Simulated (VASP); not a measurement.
# Cu6H in VASP: notebook, part 2 of 2

VASP 6.6.1. The steps go on from the part before.

### 4 Single point, PBE

Contents of INCAR:

```
SYSTEM = Cu6H
ALGO = Fast ; DIPOL = 0.5 0.5 0.285
EDIFF = 1E-7 ; ENCUT = 520
GGA = PE ; IDIPOL = 3
ISIF = 2 ; ISMEAR = 0
LASPH = .True. ; LCHARG = .False.
LDIPOL = .True. ; LREAL = .False.
LWAVE = .False. ; NBANDS = 80
NELM = 100 ; PREC = Accurate
SIGMA = 0.1
```

Contents of KPOINTS:

```
k-points
0
Gamma
  5 5 1
  0 0 0
```

Contents of POSCAR:

```
Cu6H
1.0
    5.1332392722      0.0000000000      0.0000000000
    0.0000000000      5.1332392722      0.0000000000
    0.0000000000      0.0000000000     21.5289058579
Cu H
12 2
Direct
    0.2500000000      0.2500000000      0.1857967157
    0.2500000000      0.7500000000      0.1857967157
    0.7500000000      0.2500000000      0.1857967157
    0.7500000000      0.7500000000      0.1857967157
    0.0000000000      0.0000000000      0.2677566944
    0.0000000000      0.5000000000      0.2677566944
    0.5000000000      0.0000000000      0.2677566944
    0.5000000000      0.5000000000      0.2677566944
    0.2500000000      0.2500000000      0.3497114952
    0.2500000000      0.7500000000      0.3497114952
    0.7500000000      0.2500000000      0.3497114952
    0.7500000000      0.7500000000      0.3497114952
    0.1349654246      1.0000000000      0.3854773630
    0.3650345754      1.0000000000      0.3854773630
```

Potentials or basis: VASP PAW PBE potentials, release 64 (Cu, H).

The run is started by

```
$ cat potpaw_PBE.64/Cu/POTCAR potpaw_PBE.64/H/POTCAR > POTCAR
$ mpirun -np 1 vasp_std > vasp.out
```

OUTCAR:

```text
SYSTEM = Cu6H
   EDIFF = 1E-7
   ENCUT = 520
   GGA = PE
   ISIF = 2
   ISMEAR = 0
   LASPH = .True.
   LREAL = .False.
   NELM = 100
   PREC = Accurate

 ion  position               nearest neighbor table
   1  0.250  0.250  0.186-   5 2.53   6 2.53   7 2.53   8 2.53   2 2.57   3 2.57   2 2.57   3 2.57

   2  0.250  0.750  0.186-   5 2.53   6 2.53   7 2.53   8 2.53   1 2.57   4 2.57   1 2.57   4 2.57

   3  0.750  0.250  0.186-   5 2.53   6 2.53   7 2.53   8 2.53   1 2.57   4 2.57   4 2.57   1 2.57
[... 4 lines left out ...]
                             6 2.57   7 2.57   6 2.57   7 2.57
   6  0.000  0.500  0.268-   9 2.53  10 2.53  11 2.53  12 2.53   1 2.53   2 2.53   3 2.53   4 2.53
                             5 2.57   8 2.57   5 2.57   8 2.57
   7  0.500  0.000  0.268-   9 2.53  10 2.53  11 2.53  12 2.53   1 2.53   2 2.53   3 2.53   4 2.53
                             5 2.57   8 2.57   8 2.57   5 2.57
   8  0.500  0.500  0.268-   9 2.53  10 2.53  11 2.53  12 2.53   1 2.53   2 2.53   3 2.53   4 2.53
                             6 2.57   7 2.57   7 2.57   6 2.57
   9  0.250  0.250  0.350-  13 1.61  14 1.61   7 2.53   8 2.53   5 2.53   6 2.53  10 2.57  11 2.57
                            10 2.57  11 2.57
  10  0.250  0.750  0.350-  13 1.61  14 1.61   7 2.53   8 2.53   5 2.53   6 2.53   9 2.57  12 2.57
                             9 2.57  12 2.57
  11  0.750  0.250  0.350-   5 2.53   6 2.53   7 2.53   8 2.53   9 2.57  12 2.57  12 2.57   9 2.57

  12  0.750  0.750  0.350-   5 2.53   6 2.53   7 2.53   8 2.53  10 2.57  11 2.57  11 2.57  10 2.57

  13  0.135  0.000  0.385-   9 1.61  10 1.61
  14  0.365  0.000  0.385-   9 1.61  10 1.61

  LATTYP: Found a simple tetragonal cell.
 ALAT       =     5.1332392722
 C/A-ratio  =     4.1940195491

  Lattice vectors:

 A1 = (   5.1332392722,   0.0000000000,   0.0000000000)
 A2 = (   0.0000000000,   5.1332392722,   0.0000000000)
 A3 = (   0.0000000000,   0.0000000000,  21.5289058579)

Analysis of symmetry for initial positions (statically):
=====================================================================
 Subroutine PRICEL returns:
 Original cell was already a primitive cell.

 Routine SETGRP: Setting up the symmetry group for a
 simple tetragonal supercell.

 Subroutine GETGRP returns: Found  4 space group operations
 (whereof  2 operations were pure point group operations)
 out of a pool of 16 trial point group operations.

The static configuration has the point symmetry C_1h.
 The point group associated with its full space group is C_2v.

Analysis of symmetry for dynamics (positions and initial velocities):
=====================================================================
 Subroutine PRICEL returns:
 Original cell was already a primitive cell.

 Routine SETGRP: Setting up the symmetry group for a
 simple tetragonal supercell.

 Subroutine GETGRP returns: Found  4 space group operations
 (whereof  2 operations were pure point group operations)
 out of a pool of 16 trial point group operations.

The dynamic configuration has the point symmetry C_1h.
 The point group associated with its full space group is C_2v.

 Subroutine INISYM returns: Found  4 space group operations
 (whereof  2 operations are pure point group operations),
 and found     1 'primitive' translations

----------------------------------------------------------------------------------------

[... 98 lines left out ...]
   ENCUT  =  520.0 eV  38.22 Ry    6.18 a.u.   9.54  9.54 40.03*2*pi/ulx,y,z
   NELM   =    100;   NELMIN=  2; NELMDL= -5     # of ELM steps
   EDIFF  = 0.1E-06   stopping-criterion for ELM
   LREAL  =      F    real-space projection
   EDIFFG = 0.1E-05   stopping-criterion for IOM
   NSW    =      0    number of steps for IOM
   IBRION =     -1    ionic relax: 0-MD 1-quasi-New 2-CG
   NFREE  =      0    steps in history (QN), initial steepest desc. (CG)
   ISIF   =      2    stress and relaxation
   ISYM   =      2    0-nonsym 1-usesym 2-fastsym
   POTIM  = 0.5000    time-step for ionic-motion
   TEBEG  =    0.0;   TEEND  =   0.0 temperature during run
   PSTRESS=    0.0 pullay stress
   NELECT =     134.0000    total number of electrons
   NUPDOWN=      -1.0000    fix difference up-down
   EMIN   =  10.00;   EMAX   =-10.00  energy-range for DOS
   EFERMI =   0.00;   METHOD = LEGACY
   ISMEAR =     0;   SIGMA  =   0.10  broadening in eV -4-tet -1-fermi 0-gaus
   EFERMI_NEDOS =   21; number of points for ismear=-14 and -15
   IALGO  =     68    algorithm
   IMIX   =      4    mixing-type and parameters
     AMIX     =   0.40;   BMIX     =  1.00
     AMIX_MAG =   1.60;   BMIX_MAG =  1.00
  volume/ion in A,a.u.               =      40.52       273.45
  Fermi-wavevector in a.u.,A,eV,Ry     =   1.011987  1.912377 13.933957  1.024117
  Thomas-Fermi vector in A             =   2.145069
   LORBIT       =      0    0 simple, 1 ext, 2 COOP (PROOUT), +10 PAW based schemes
   GGA     = PE    functional components
   LHFCALC =     F    Hartree Fock is set to
   AEXX    =    0.0000 exact exchange contribution
   IVDW    =     0    specifies the selected vdW correction
   LEPSILON=     F    determine dielectric tensor
   LRPA    =     F    only Hartree local field effects (RPA)
 non-spin polarized calculation
 RMM-DIIS sequential band-by-band and
 Gauss-broadening in eV      SIGMA  =   0.10
  energy-cutoff  :      520.00
  volume of cell :      567.29
 maximum number of plane-waves:     15381
 NGX is ok and might be reduce to    40
   NGX = 19   NGY = 19   NGZ = 81

 dipolmoment           0.000000      0.000000      0.060001 electrons x Angstroem

 number of electron     133.9999770 magnetization

 dipolmoment           0.000000      0.000000     -0.022405 electrons x Angstroem

 Free energy of the ion-electron system (eV)
  ---------------------------------------------------
  ext. energy  EPLUGINS =         0.00000000
  ---------------------------------------------------
  free energy    TOTEN  =       -46.08094134 eV

  energy without entropy =      -46.07097512  energy(sigma->0) =      -46.07595823

 E-fermi :  -1.2163     XC(G=0):  -4.1299

 val. band max:       -1.2893298119   @ k =   0.0000   0.4000   0.0000
 cond. band min:      -1.1278023708   @ k =  -0.2000   0.4000   0.0000
 fundamental gap:      0.1615274411
 Fermi energy:        -1.2163354906

 k-point     1 :       0.0000    0.0000    0.0000
  band No.  band energies     occupation
      1     -11.3000      2.00000
      2      -9.2154      2.00000
      3      -6.7384      2.00000
      4      -6.4647      2.00000
      5      -6.2576      2.00000
      6      -6.2299      2.00000
[... 727 lines left out ...]
     78       4.4537      0.00000
     79       4.5302      0.00000
 [bands above 79 left out]

------------------------ aborting loop because EDIFF is reached ----------------------------------------

 vacuum level on the upper side and lower side of the slab       (xc-potential included)        -0.101         0.059

  FORCE on cell =-STRESS in cart. coord.  units (eV):
  Direction    XX          YY          ZZ          XY          YZ          ZX
  --------------------------------------------------------------------------------------
  -------------------------------------------------------------------------------------
  Total       -1.7308028     -1.2050722      2.5896550      0.0000000      0.0000000      0.0000000
  in kB       -4.8882477     -3.4034446      7.3138747      0.0000000      0.0000000      0.0000000
  external PRESSURE =      -0.3259392 kB  Pullay stress =       0.0000000 kB

 VOLUME and BASIS-vectors are now :
 -----------------------------------------------------------------------------
  energy-cutoff  :      520.00
  volume of cell :      567.29
      direct lattice vectors                 reciprocal lattice vectors
     5.133239272  0.000000000  0.000000000     0.194808764  0.000000000  0.000000000
     0.000000000  5.133239272  0.000000000     0.000000000  0.194808764  0.000000000
     0.000000000  0.000000000 21.528905858     0.000000000  0.000000000  0.046449179

 POSITION                                       TOTAL-FORCE (eV/Angst)
 -----------------------------------------------------------------------------------
      1.28331      1.28331      4.00000         0.000000     -0.028447      0.021257
      1.28331      3.84993      4.00000         0.000000      0.028447      0.021257
      3.84993      1.28331      4.00000        -0.000000      0.000975     -0.016631
      3.84993      3.84993      4.00000        -0.000000     -0.000975     -0.016631
      0.00000      0.00000      5.76451        -0.202526      0.000000     -0.480520
      0.00000      2.56662      5.76451         0.136868      0.000000      0.000572
      2.56662      0.00000      5.76451         0.202526      0.000000     -0.480520
      2.56662      2.56662      5.76451        -0.136868      0.000000      0.000572
      1.28331      1.28331      7.52891         0.000000      0.976089     -0.256113
      1.28331      3.84993      7.52891         0.000000     -0.976089     -0.256113
      3.84993      1.28331      7.52891         0.000000      0.119976      0.050457
      3.84993      3.84993      7.52891         0.000000     -0.119976      0.050457
      0.69281      0.00000      8.29891        -0.941374      0.000000      0.680978
      1.87381      0.00000      8.29891         0.941374      0.000000      0.680978
 -----------------------------------------------------------------------------------
    total drift:                               -0.000000      0.000000     -0.002422

  FREE ENERGIE OF THE ION-ELECTRON SYSTEM (eV)
  ---------------------------------------------------
  free  energy   TOTEN  =       -46.0809413404 eV

  energy  without entropy=      -46.0709751241  energy(sigma->0) =      -46.07595823

 vacuum level on the upper side and lower side of the slab         3.031         3.187
```

It took 18 min on 1 thread of Oxide Virtual Turin-like, shared host; peak memory 0.68 GiB.

Results:

* Free energy: -46.0809 eV
* Largest force: 1.162 eV/Å
* Band gap on the k mesh: zero (bands 67 and 68 overlap by 0.52 eV)

Forces in eV/Å, atoms in the order of the input:
```
Cu   0.000 -0.028  0.021
Cu   0.000  0.028  0.021
Cu   0.000  0.001 -0.017
Cu   0.000 -0.001 -0.017
Cu  -0.203  0.000 -0.481
Cu   0.137  0.000  0.001
Cu   0.203  0.000 -0.481
Cu  -0.137  0.000  0.001
Cu   0.000  0.976 -0.256
Cu   0.000 -0.976 -0.256
Cu   0.000  0.120  0.050
Cu   0.000 -0.120  0.050
H   -0.941  0.000  0.681
H    0.941  0.000  0.681
```

Levels at points of the mesh, in eV from the Fermi level:
```tsv
k point	band 65	band 66	band 67	band 68	band 69	band 70
(0.00, 0.00, 0.00)	-0.79	-0.39	-0.39	-0.11	-0.11	0.66
```

### 5 The runs side by side

| cell | further INCAR settings | gap on the mesh (eV) | largest force (eV/Å) |
| --- | --- | --- | --- |
| as given, atomic positions A | ALGO = Fast; EDIFF = 1e-06; NBANDS = 80 | none | 1.22 |
| as given, atomic positions B | ALGO = Fast; EDIFF = 1e-07; NBANDS = 80 | none | 0.05 |
| as given, atomic positions C | ALGO = Fast; EDIFF = 1e-07; NBANDS = 80 | none | 1.16 |

Alike in all rows: task single point; level PBE; potentials or basis VASP PAW PBE potentials, release 64 (Cu, H); no spin polarisation; k mesh 5 × 5 × 1; cutoff (eV) 520; smearing gaussian 0.1 eV.

Absolute energies hang on the potentials; compare differences alone.

The gap in the log of VASP goes by the Fermi energy; the results here count the filled bands.